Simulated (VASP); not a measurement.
# F (C2/m) in VASP: a series of runs

The runs below take F through single point, with LDA, PBE.

Everything below comes from runs of VASP 6.6.1. Logs are shortened: lines on timing, memory, paths and dates and some standing lists are left out, and cuts for length are marked.

## Step 1: The cell of the first run

The structure is monoclinic, space group C2/m (No. 12). The conventional cell has a = 5.492 Å, b = 3.070 Å, c = 7.355 Å, α = 90.00°, β = 106.18°, γ = 90.00°. Within 1.9 Å of F (site symmetry m) lie 1 F at 1.46 Å. F (site symmetry m) has 1 F at 1.77 Å within 2.3 Å.

## Step 2: Single point, LDA (functional LDA, strained)

INCAR

```
SYSTEM = F
PREC     = Accurate       ! precision mode
ENCUT    = 520            ! plane-wave cutoff, eV
EDIFF    = 1E-6           ! SCF threshold, eV
ISMEAR   = 0              ! smearing method
SIGMA    = 0.02           ! smearing width, eV
LREAL    = .False.        ! projectors in reciprocal space
LASPH    = .True.         ! aspherical terms in the spheres
NELM     = 60             ! most SCF steps
ALGO     = Normal         ! electronic algorithm
ISIF     = 2              ! what is computed and relaxed
LWAVE    = .False.        ! write WAVECAR
LCHARG   = .False.        ! write CHGCAR
GGA      = CA             ! functional
NBANDS   = 22             ! bands
```

KPOINTS

```
regular mesh
0
Gamma
  10 10 4
  0 0 0
```

POSCAR

```
F
1.0
    2.7441425000     -1.5349252000     -0.0999075000
    2.7441425000      1.5349252000     -0.0999075000
   -1.7914086253      0.0000000000      7.1330319231
F
4
Direct
    0.0753814630      0.0753814630      0.0989134412
    0.9246185370      0.9246185370      0.9010865588
    0.5133363769      0.5133363769      0.6225068248
    0.4866636231      0.4866636231      0.3774931752
```

Potentials or basis: VASP PAW LDA potentials, release 64 (F).

Launch:

```sh
> cat potpaw_LDA.64/F/POTCAR > POTCAR
> mpirun -np 1 vasp_std > vasp.out
```

OUTCAR:

```text
SYSTEM = F
   PREC = Accurate
   ENCUT = 520
   EDIFF = 1E-6
   ISMEAR = 0
   LREAL = .False.
   LASPH = .True.
   NELM = 60
   ISIF = 2
   GGA = CA

 ion  position               nearest neighbor table
   1  0.075  0.075  0.099-   2 1.46
   2  0.925  0.925  0.901-   1 1.46
   3  0.513  0.513  0.623-   4 1.77
   4  0.487  0.487  0.377-   3 1.77

  LATTYP: Found a base centered monoclinic cell.
 ALAT       =     5.4919211826
 B/A-ratio  =     0.5589756841
 C/A-ratio  =     1.3391565247
 COS(beta)  =    -0.2787048840

  Lattice vectors:

 A1 = (   2.7441425000,  -1.5349252000,  -0.0999075000)
 A2 = (   2.7441425000,   1.5349252000,  -0.0999075000)
 A3 = (  -1.7914086253,   0.0000000000,   7.1330319231)

Analysis of symmetry for initial positions (statically):
=====================================================================
 Subroutine PRICEL returns:
 Original cell was already a primitive cell.

 Routine SETGRP: Setting up the symmetry group for a
 base centered monoclinic supercell.

 Subroutine GETGRP returns: Found  4 space group operations
 (whereof  4 operations were pure point group operations)
 out of a pool of  4 trial point group operations.

The static configuration has the point symmetry C_2h.

Analysis of symmetry for dynamics (positions and initial velocities):
=====================================================================
 Subroutine PRICEL returns:
 Original cell was already a primitive cell.

 Routine SETGRP: Setting up the symmetry group for a
 base centered monoclinic supercell.

 Subroutine GETGRP returns: Found  4 space group operations
 (whereof  4 operations were pure point group operations)
 out of a pool of  4 trial point group operations.

The dynamic configuration has the point symmetry C_2h.

 Subroutine INISYM returns: Found  4 space group operations
 (whereof  4 operations are pure point group operations),
 and found     1 'primitive' translations

----------------------------------------------------------------------------------------

                                     Primitive cell

  volume of cell :      59.5400

  direct lattice vectors                    reciprocal lattice vectors
     2.744142500 -1.534925200 -0.099907500     0.183887656 -0.325748773  0.046182035
     2.744142500  1.534925200 -0.099907500     0.183887656  0.325748773  0.046182035
    -1.791408625  0.000000000  7.133031923     0.005151177  0.000000000  0.141486520

  length of vectors
     3.145837716  3.145837716  7.354542085     0.376908097  0.376908097  0.141580260

  position of ions in fractional coordinates (direct lattice)
     0.075381463  0.075381463  0.098913441
     0.924618537  0.924618537  0.901086559
     0.513336377  0.513336377  0.622506825
     0.486663623  0.486663623  0.377493175

  ion indices of the primitive-cell ions
   primitive index   ion index
                 1           1
                 2           2
                 3           3
                 4           4

----------------------------------------------------------------------------------------

 KPOINTS: regular mesh

Automatic generation of k-mesh.
 Grid dimensions read from file:
 generate k-points for:   10   10    4

 Generating k-lattice:

  Cartesian coordinates                     Fractional coordinates (reciprocal lattice)
     0.018388766 -0.032574877  0.004618204     0.100000000  0.000000000  0.000000000
     0.018388766  0.032574877  0.004618204     0.000000000  0.100000000  0.000000000
     0.001287794  0.000000000  0.035371630    -0.000000000 -0.000000000  0.250000000

  Length of vectors
     0.037690810  0.037690810  0.035395065

  Shift w.r.t. Gamma in fractional coordinates (k-lattice)
     0.000000000  0.000000000  0.000000000

 Subroutine IBZKPT returns following result:
 ===========================================

 Found    117 irreducible k-points:

 Following reciprocal coordinates:
            Coordinates               Weight
  0.000000  0.000000  0.000000      1.000000
  0.100000  0.000000  0.000000      4.000000
  0.200000  0.000000  0.000000      4.000000
  0.300000  0.000000  0.000000      4.000000
  0.400000  0.000000  0.000000      4.000000
  0.500000  0.000000 -0.000000      2.000000
[... 16 lines left out ...]
  0.300000  0.300000  0.000000      2.000000
  0.400000  0.300000 -0.000000      4.000000
 [... further k-points ...]
   k-points           NKPTS =    117   k-points in BZ     NKDIM =    117   number of bands    NBANDS=     22
   number of dos      NEDOS =    301   number of ions     NIONS =      4
   total plane-waves  NPLWV =  32256
   dimension x,y,z NGX =    24 NGY =   24 NGZ =   56
   dimension x,y,z NGXF=    48 NGYF=   48 NGZF=  112
   ions per type =               4
   NGX,Y,Z   is equivalent  to a cutoff of  12.68, 12.68, 12.66 a.u.
   NGXF,Y,Z  is equivalent  to a cutoff of  25.37, 25.37, 25.32 a.u.
 SYSTEM =  F
   PREC   = accura    normal or accurate (medium, high low for compatibility)
   ISTART =      0    job   : 0-new  1-cont  2-samecut
   ICHARG =      2    charge: 1-file 2-atom 10-const
   ISPIN  =      1    spin polarized calculation?
   LNONCOLLINEAR =      F non collinear calculations
   LSORBIT =      F    spin-orbit coupling
   LASPH  =      T    aspherical Exc in radial PAW
   ENCUT  =  520.0 eV  38.22 Ry    6.18 a.u.   5.85  5.85 13.67*2*pi/ulx,y,z
   NELM   =     60;   NELMIN=  2; NELMDL= -5     # of ELM steps
   EDIFF  = 0.1E-05   stopping-criterion for ELM
   LREAL  =      F    real-space projection
   EDIFFG = 0.1E-04   stopping-criterion for IOM
   NSW    =      0    number of steps for IOM
   IBRION =     -1    ionic relax: 0-MD 1-quasi-New 2-CG
   NFREE  =      0    steps in history (QN), initial steepest desc. (CG)
   ISIF   =      2    stress and relaxation
   ISYM   =      2    0-nonsym 1-usesym 2-fastsym
   POTIM  = 0.5000    time-step for ionic-motion
   TEBEG  =    0.0;   TEEND  =   0.0 temperature during run
   PSTRESS=    0.0 pullay stress
   NELECT =      28.0000    total number of electrons
   NUPDOWN=      -1.0000    fix difference up-down
   EMIN   =  10.00;   EMAX   =-10.00  energy-range for DOS
   EFERMI =   0.00;   METHOD = LEGACY
   ISMEAR =     0;   SIGMA  =   0.02  broadening in eV -4-tet -1-fermi 0-gaus
   EFERMI_NEDOS =   21; number of points for ismear=-14 and -15
   IALGO  =     38    algorithm
   IMIX   =      4    mixing-type and parameters
     AMIX     =   0.40;   BMIX     =  1.00
     AMIX_MAG =   1.60;   BMIX_MAG =  1.00
  volume/ion in A,a.u.               =      14.88       100.45
  Fermi-wavevector in a.u.,A,eV,Ry     =   1.273086  2.405785 22.051631  1.620749
  Thomas-Fermi vector in A             =   2.405929
   LORBIT       =      0    0 simple, 1 ext, 2 COOP (PROOUT), +10 PAW based schemes
   GGA     = CA    functional components
   LHFCALC =     F    Hartree Fock is set to
   AEXX    =    0.0000 exact exchange contribution
   IVDW    =     0    specifies the selected vdW correction
   LEPSILON=     F    determine dielectric tensor
   LRPA    =     F    only Hartree local field effects (RPA)
 non-spin polarized calculation
 Gauss-broadening in eV      SIGMA  =   0.02
  energy-cutoff  :      520.00
  volume of cell :       59.54
 maximum number of plane-waves:      1624
   NGX = 11   NGY = 11   NGZ = 27

 number of electron      28.0000005 magnetization

 Free energy of the ion-electron system (eV)
  ---------------------------------------------------
  ext. energy  EPLUGINS =         0.00000000
  ---------------------------------------------------
  free energy    TOTEN  =        -7.40560105 eV

  energy without entropy =       -7.40560105  energy(sigma->0) =       -7.40560105

 E-fermi :  -5.3666     XC(G=0):  -8.8130

 val. band max:       -5.4454739264   @ k =   0.0000   0.0000   0.0000
 cond. band min:      -5.2902292662   @ k =   0.0000   0.0000   0.0000
 fundamental gap:      0.1552446602
 Fermi energy:        -5.3665639358

 k-point     1 :       0.0000    0.0000    0.0000
  band No.  band energies     occupation
      1     -29.8812      2.00000
      2     -26.5283      2.00000
      3     -24.5386      2.00000
      4     -23.9930      2.00000
      5     -12.0336      2.00000
      6      -9.5752      2.00000
[... 14 lines left out ...]
     21      14.2218      0.00000
     22      17.0879      0.00000

 k-point     2 :       0.1000    0.0000    0.0000
  band No.  band energies     occupation
      1     -29.8670      2.00000
      2     -26.5130      2.00000
      3     -24.5150      2.00000
      4     -23.9950      2.00000
      5     -12.0186      2.00000
      6      -9.5942      2.00000
[... 14 lines left out ...]
     21      14.3209      0.00000
     22      15.8792      0.00000

 k-point     3 :       0.2000    0.0000    0.0000
  band No.  band energies     occupation
      1     -29.8296      2.00000
      2     -26.4727      2.00000
      3     -24.4500      2.00000
      4     -24.0036      2.00000
      5     -11.9788      2.00000
      6      -9.6676      2.00000
[... 14 lines left out ...]
     21      13.7863      0.00000
     22      14.5241      0.00000

 k-point     4 :       0.3000    0.0000    0.0000
  band No.  band energies     occupation
      1     -29.7830      2.00000
      2     -26.4221      2.00000
      3     -24.3589      2.00000
      4     -24.0243      2.00000
      5     -11.9277      2.00000
      6      -9.8307      2.00000
[... 14 lines left out ...]
     21      13.0593      0.00000
     22      13.7101      0.00000

 k-point     5 :       0.4000    0.0000    0.0000
  band No.  band energies     occupation
      1     -29.7448      2.00000
      2     -26.3808      2.00000
      3     -24.2650      2.00000
      4     -24.0609      2.00000
      5     -11.8838      2.00000
      6     -10.0205      2.00000
[... 417 lines left out ...]
 k-point    22 :      -0.2000    0.2000    0.0000
  band No.  band energies     occupation
      1     -29.7608      2.00000
      2     -26.3941      2.00000
      3     -24.3417      2.00000
      4     -24.0048      2.00000
      5     -11.9098      2.00000
      6      -9.8639      2.00000
[... 14 lines left out ...]
     21      12.6051      0.00000
     22      13.7294      0.00000

 k-point    23 :       0.3000    0.3000    0.0000
  band No.  band energies     occupation
      1     -29.7864      2.00000
      2     -26.4316      2.00000
      3     -24.3400      2.00000
      4     -24.0798      2.00000
      5     -11.9468      2.00000
      6      -9.7394      2.00000
[... 14 lines left out ...]
     21      12.6288      0.00000
     22      13.2818      0.00000

 k-point    24 :       0.4000    0.3000   -0.0000
  band No.  band energies     occupation
      1     -29.7605      2.00000
      2     -26.4025      2.00000
      3     -24.2889      2.00000
      4     -24.0972      2.00000
      5     -11.9258      2.00000
      6      -9.7803      2.00000
[... 14 lines left out ...]
     21      12.0105      0.00000
     22      13.2213      0.00000

 [... further k-points ...]

------------------------ aborting loop because EDIFF is reached ----------------------------------------

  FORCE on cell =-STRESS in cart. coord.  units (eV):
  Direction    XX          YY          ZZ          XY          YZ          ZX
  --------------------------------------------------------------------------------------
  -------------------------------------------------------------------------------------
  Total       -1.4404680     -0.8669782    -10.7898015      0.0000000      0.0000000      0.3474444
  in kB      -38.7619298    -23.3297417   -290.3455869      0.0000000      0.0000000      9.3494713
  external PRESSURE =    -117.4790862 kB  Pullay stress =       0.0000000 kB

 VOLUME and BASIS-vectors are now :
 -----------------------------------------------------------------------------
  energy-cutoff  :      520.00
  volume of cell :       59.54
      direct lattice vectors                 reciprocal lattice vectors
     2.744142500 -1.534925200 -0.099907500     0.183887656 -0.325748773  0.046182035
     2.744142500  1.534925200 -0.099907500     0.183887656  0.325748773  0.046182035
    -1.791408625  0.000000000  7.133031923     0.005151177  0.000000000  0.141486520

 POSITION                                       TOTAL-FORCE (eV/Angst)
 -----------------------------------------------------------------------------------
      0.23652      0.00000      0.69049        -0.500975      0.000000     -1.265719
      3.46036      0.00000      6.24273         0.500975      0.000000      1.265719
      1.70217      0.00000      4.33779         0.649206      0.000000     -3.872612
      1.99470      0.00000      2.59543        -0.649206      0.000000      3.872612
 -----------------------------------------------------------------------------------
    total drift:                               -0.000000      0.000000      0.000000

  FREE ENERGIE OF THE ION-ELECTRON SYSTEM (eV)
  ---------------------------------------------------
  free  energy   TOTEN  =        -7.4056010481 eV

  energy  without entropy=       -7.4056010481  energy(sigma->0) =       -7.40560105
```

Run time: 89 s. Hardware: 1 thread of Intel Xeon Platinum 8488C (Sapphire Rapids), shared host; peak memory 0.21 GiB.

What came out:

```yaml
Free_energy: -7.4056 eV
Pressure: -11.7 GPa
Largest_force: 3.927 eV/Å
Band_gap_on_the_k_mesh: 0.16 eV, direct
```

Forces in eV/Å, atoms in the order of the input:
```
F   -0.501  0.000 -1.266
F    0.501  0.000  1.266
F    0.649  0.000 -3.873
F   -0.649  0.000  3.873
```

Caveat: the cell differs from its parent crystal (functional LDA, strained); forces of over 1 eV/Å act on the atoms, so gaps and moduli don't describe the material at rest.

(Part 1 of 2 ends here.)
